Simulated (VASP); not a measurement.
Ta, 2 atoms in the cell. It takes space group P6_3/mmc (No. 194, hexagonal). Conventional cell: a = 2.834 Å, b = 2.834 Å, c = 5.082 Å, α = 90.00°, β = 90.00°, γ = 120.00°. Ta (site symmetry -6m2) has 12 Ta at 2.83 to 3.02 Å within 3.7 Å. This isn't the form of Ta at room conditions, which is bcc.

| Property | Result |
| --- | --- |
| Program | VASP 6.6.1 |
| Task | single point |
| Functional | LDA |
| Potentials or basis | VASP PAW LDA potentials, release 64 (Ta_pv) |
| Cutoff | 520 eV |
| k mesh | 11 × 11 × 5 |
| Occupations | gaussian, width 0.1 eV |
| Spin | no spin polarisation |
| Dipole correction | no |
| Further INCAR settings | ALGO = Normal; EDIFF = 1e-06; NBANDS = 18 |

Potentials or basis: VASP PAW LDA potentials, release 64 (Ta_pv).

Command:

```bash
$ cat potpaw_LDA.64/Ta_pv/POTCAR > POTCAR
$ mpirun -np 1 vasp_std > vasp.out
```

Hardware: 1 thread of Intel Xeon 8259CL (shared host).

Question: How long does it take, and how much memory?

Answer: Run time: 26 s on 1 thread of Intel Xeon 8259CL, on a shared host, peak memory 0.15 GiB. Counts: scf iterations 11, k points 48.
